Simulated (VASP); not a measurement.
Write the native input for VASP 6.6.1 that does the following.

| Property | Result |
| --- | --- |
| Task | single point |
| Functional | PBEsol |
| Potentials or basis | VASP PAW PBE potentials, release 64 (Rb_sv, O, Ca_sv, Se) |
| Cutoff | 520 eV |
| k mesh | 3 × 4 × 3, shifted |
| Occupations | fermi-dirac, width 0.0172 eV |
| Spin | no spin polarisation |
| Dipole correction | no |
| Further INCAR settings | ALGO = Normal; EDIFF = 1e-06; NBANDS = 52 |

The structure of RbCaSe2O8 lies in POSCAR:

```
RbCaSe2O8
1.0
    6.0547770000      0.5013890000     -0.3791340000
    0.8848250000      5.3928080000      0.7308390000
    0.7967420000      0.2112570000      6.6260940000
Rb O Ca Se
1 8 1 2
Direct
    0.4662270000      0.8920650000      0.7502730000
    0.2902110000      0.3794180000      0.9311730000
    0.9246430000      0.2444430000      0.1255350000
    0.6878480000      0.3550300000      0.5203550000
    0.6144810000      0.1218360000      0.1789240000
    0.9643990000      0.0796780000      0.5027830000
    0.3837870000      0.8247400000      0.2259040000
    0.4588750000      0.4877860000      0.1353750000
    0.9149100000      0.7295470000      0.5204530000
    0.9751500000      0.7361370000      0.1041850000
    0.9631360000      0.3418920000      0.7639010000
    0.2906000000      0.4964150000      0.4783790000
```

These files were run (other wordings do the same):

INCAR

```
SYSTEM = RbCaSe2O8
PREC     = Accurate       ! precision mode
ENCUT    = 520            ! plane-wave cutoff, eV
EDIFF    = 1E-6           ! SCF threshold, eV
ISMEAR   = -1             ! smearing method
SIGMA    = 0.0172         ! smearing width, eV
LREAL    = .False.        ! projectors in reciprocal space
LASPH    = .True.         ! aspherical terms in the spheres
NELM     = 100            ! most SCF steps
ALGO     = Normal         ! electronic algorithm
ISIF     = 2              ! what is computed and relaxed
LWAVE    = .False.        ! write WAVECAR
LCHARG   = .False.        ! write CHGCAR
GGA      = PS             ! functional
NBANDS   = 52             ! bands
```

KPOINTS

```
Automatic mesh
0
Gamma
  3 4 3
  0.5 0.5 0
```

Potentials or basis: VASP PAW PBE potentials, release 64 (Rb_sv, O, Ca_sv, Se).

Command:

```bash
$ cat potpaw_PBE.64/Rb_sv/POTCAR potpaw_PBE.64/O/POTCAR potpaw_PBE.64/Ca_sv/POTCAR potpaw_PBE.64/Se/POTCAR > POTCAR
$ mpirun -np 1 vasp_std > vasp.out
```

It gave:

```
Pressure      : -15.2 GPa
Largest force : 2.195 eV/Å
```

Caveat: the PAW data sets were made with another functional, which shifts forces and pressure a little; an odd number of electrons without spin polarisation forces a metal; a magnetic or distorted state may lie lower.

Run time: 9.5 min on 1 thread of Oxide Virtual Turin-like Processor, with other jobs on the host, peak memory 0.39 GiB.
